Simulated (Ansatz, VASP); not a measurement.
# Bi2S in VASP and in Ansatz

```xyz
3
Lattice="3.0108 -4.5140 0.0000 3.0108 4.5140 0.0000 0.0000 0.0000 3.2494" Properties=species:S:1:pos:R:3 pbc="T T T"
Bi    3.0108    1.7116    0.0000
Bi    3.0108   -1.7116    0.0000
S     0.0000    0.0000    0.0000
```

Alike in both runs: functional PBE; k mesh 10 × 10 × 14; occupations gaussian, width 0.1 eV; no spin polarisation.

Ansatz relaxed the structure, and its values are those at the end. VASP's run is a single point on that final structure, the one shown.

|  | VASP | Ansatz |
| --- | --- | --- |
| version | VASP 6.6.1 | Ansatz 0.2.0 |
| potentials or method | VASP PAW PBE potentials, release 64 (Bi_d, S), cutoff 520 eV | scalar-relativistic, plane waves, PAW |
| valence electrons in the cell | 36 | 36 |

```tsv
	VASP	Ansatz	Ansatz less VASP
gap on the k mesh at the Fermi level (eV)	none	none	-
pressure (GPa)	-0.1	0.0	+0.06
```

A gap of «none» marks a metal or a gap that the smearing closes. The functional is the same, so the differences come from potentials, cutoffs and numerics.

Spin-orbit coupling is off throughout.
